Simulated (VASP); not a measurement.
Ca, 4 atoms in the cell. The typed cell holds 4 atoms: a = 7.032 Å, b = 7.032 Å, c = 6.471 Å, α = 90.00°, β = 90.00°, γ = 147.37°. 

- Program: VASP 6.6.1
- Task: single point
- Functional: r2SCAN
- Potentials or basis: VASP PAW PBE potentials, release 64 (Ca_sv)
- Cutoff: 520 eV
- k mesh: 4 × 4 × 4
- Occupations: gaussian, width 0.1 eV
- Spin: no spin polarisation
- Dipole correction: no
- Further INCAR settings: ALGO = Normal; EDIFF = 1e-06; NBANDS = 28

Potentials or basis: VASP PAW PBE potentials, release 64 (Ca_sv).

Run with:

```sh
$ cat potpaw_PBE.64/Ca_sv/POTCAR > POTCAR
$ cp INCAR.step1 INCAR
$ mpirun -np 1 vasp_std > vasp.out
$ cp INCAR.step2 INCAR
$ mpirun -np 1 vasp_std > vasp.out
```

Hardware: 1 thread of Intel(R) Xeon(R) Platinum 8375C CPU @ 2.90GHz (Ice Lake), on a shared host.

Problem. Estimate the wall time of this run.

Solution. It took 17 min on 1 thread of Intel(R) Xeon(R) Platinum 8375C CPU @ 2.90GHz (Ice Lake) (shared host), peak memory 0.42 GiB. Counts: k points 21.
